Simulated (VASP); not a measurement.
Here is a VASP 6.6.1 calculation.

File INCAR:

```
SYSTEM = NbB2
  PREC = Accurate
  ENCUT = 520
  EDIFF = 1E-6
  ISMEAR = 0
  SIGMA = 0.1
  LREAL = .False.
  LASPH = .True.
  NELM = 60
  ALGO = Normal
  ISIF = 2
  LWAVE = .False.
  LCHARG = .True.
  GGA = PS
  LELF = .True.
  LVHAR = .True.
  NBANDS = 16
```

KPOINTS

```
Automatic mesh
0
Gamma
  15 15 12
  0 0 0
```

File POSCAR:

```
NbB2
1.0
    3.0860000000      0.0000000000      0.0000000000
   -1.5430000000      2.6725543961      0.0000000000
    0.0000000000      0.0000000000      3.3060000000
Nb B
1 2
Direct
    0.0000000000      0.0000000000      0.0000000000
    0.3333333333      0.6666666667      0.5000000000
    0.6666666667      0.3333333333      0.5000000000
```

Potentials or basis: VASP PAW PBE potentials, release 64 (Nb_sv, B).

The run is started by

```console
$ cat potpaw_PBE.64/Nb_sv/POTCAR potpaw_PBE.64/B/POTCAR > POTCAR
$ mpirun -np 1 vasp_std > vasp.out
```

Problem. Estimate the pressure.

Solution. 0.3 GPa.

Stress tensor (GPa, compression positive):
```
 1.13  0.00  0.00
 0.00  1.13  0.00
 0.00  0.00 -1.41
```

Caveat: the PAW data sets were made with another functional, which shifts forces and pressure a little.
